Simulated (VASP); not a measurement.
A run of VASP 6.6.1 is set up as follows.

File INCAR:

```
PREC = Accurate ; ENCUT = 520
EDIFF = 1E-6 ; ISMEAR = 0
SIGMA = 0.05 ; LREAL = F
LASPH = T ; NELM = 150
ALGO = Normal ; ISIF = 2
LWAVE = F ; LCHARG = F
ISPIN = 2 ; MAGMOM = 4 0
LORBIT = 11 ; LMAXMIX = 4
LDAU = T ; LDAUTYPE = 2
LDAUL = 2 -1 ; LDAUU = 5 0
LDAUJ = 0 0 ; LDAUPRINT = 1
GGA = PS ; NBANDS = 18
```

Contents of KPOINTS:

```
Automatic mesh
0
Gamma
  8 8 8
```

Contents of POSCAR:

```
FeO
1.0
    0.0000000000      2.1554001600      2.1554001600
    2.1554001600      0.0000000000      2.1554001600
    2.1554001600      2.1554001600      0.0000000000
Fe O
1 1
Direct
    0.0000000000      0.0000000000      0.0000000000
    0.5000000000      0.5000000000      0.5000000000
```

Potentials or basis: VASP PAW PBE potentials, release 64 (Fe, O).

Run with:

```sh
$ cat potpaw_PBE.64/Fe/POTCAR potpaw_PBE.64/O/POTCAR > POTCAR
$ mpirun -np 1 vasp_std > vasp.out
```

Problem. Estimate the band gap on the k mesh.

Solution. Zero (filled and empty bands overlap).

Problem. Estimate the pressure.

Solution. -8.8 GPa.

Problem. What does it give for the site moments?

Solution. Fe +3.86; O +0.18 μB.

Problem. Estimate the net moment.

Solution. 4.00 μB per cell.

Eigenvalues of the final occupation matrices:
| site | spin | trace | eigenvalues |
| --- | --- | --- | --- |
| site 1 d | 1 | 4.96 | 0.97 0.97 0.97 1.02 1.02 |
| site 1 d | 2 | 1.14 | 0.10 0.10 0.31 0.31 0.31 |

Caveat: the PAW data sets were made with another functional, which shifts forces and pressure a little; a cell with one magnetic atom can't hold antiferromagnetic order, which such compounds often take. The state reached can hang on the start; a lower one may exist.
